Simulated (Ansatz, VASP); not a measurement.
# Re: VASP beside Ansatz

The input INCAR:

```
SYSTEM = Re
ALGO     = Fast           ! electronic algorithm
EDIFF    = 1E-6           ! SCF threshold, eV
ENCUT    = 520            ! plane-wave cutoff, eV
GGA      = PS             ! functional
ISIF     = 2              ! what is computed and relaxed
ISMEAR   = 0              ! smearing method
LASPH    = .TRUE.         ! aspherical terms in the spheres
LCHARG   = .TRUE.         ! write CHGCAR
LELF     = .TRUE.         ! ELF
LREAL    = .FALSE.        ! projectors in reciprocal space
LVHAR    = .TRUE.       
LWAVE    = .FALSE.        ! write WAVECAR
NBANDS   = 14             ! bands
NELM     = 80             ! most SCF steps
PREC     = Accurate       ! precision mode
SIGMA    = 0.1            ! smearing width, eV
```

Contents of KPOINTS:

```
k-points
0
G
  30 30 20
  0 0 0
```

The input POSCAR:

```
Re
1.0
    2.7503079387      0.0000002887      0.0000000000
   -1.3751542193      2.3818363988      0.0000000000
    0.0000000000      0.0000000000      4.4432630386
Re
2
Direct
    0.0000000000      0.0000000000      0.0000000000
    0.3333333333      0.6666666667      0.5000000000
```

Input for Ansatz:

```yaml
crystal:
  lattice:
    - [2.7503079387, 2.887e-07, 0.0]
    - [-1.3751542193, 2.3818363988, 0.0]
    - [0.0, 0.0, 4.4432630386]
  atoms:
    - { symbol: Re, position: [0.0, 0.0, 0.0] }
    - { symbol: Re, position: [0.3333333333, 0.6666666667, 0.5] }
basis:
  ecutwfc: 420
kpoints:
  mp_grid: { grid: [30, 30, 20] }
hamiltonian:
  xc: pbesol
scf:
  occupations: { method: gaussian, width: 0.1 }
output:
  forces: true
  stress: true
  eigenvalues: true
```

Alike in both runs: task single point; functional PBEsol; k mesh 30 × 30 × 20; occupations gaussian, width 0.1 eV; no spin polarisation.

```csv
,VASP,Ansatz
version,VASP 6.6.1,Ansatz 0.2.0
potentials or method,"VASP PAW PBE potentials, release 64 (Re), cutoff 520 eV","scalar-relativistic, plane waves, PAW"
valence electrons in the cell,14,30
```

VASP gave:

- gap on the k mesh at the Fermi level (eV): none
- pressure (GPa): 0.1
- traceless stress, the component that is largest in VASP (GPa): -0.16

What did Ansatz give for the same quantities?

gap on the k mesh at the Fermi level (eV): none; pressure (GPa): 0.0; traceless stress, the component that is largest in VASP (GPa): -0.08.

VASP's potentials were made for PBE, not for PBEsol. A gap of «none» marks a metal or a gap that the smearing closes. With one functional, cell and mesh, what is left measures potentials, basis and numerics. VASP's potentials hold 14 valence electrons a cell and Ansatz's 30, so a difference there can come from the potentials and not from the codes.

Spin-orbit coupling is off throughout.
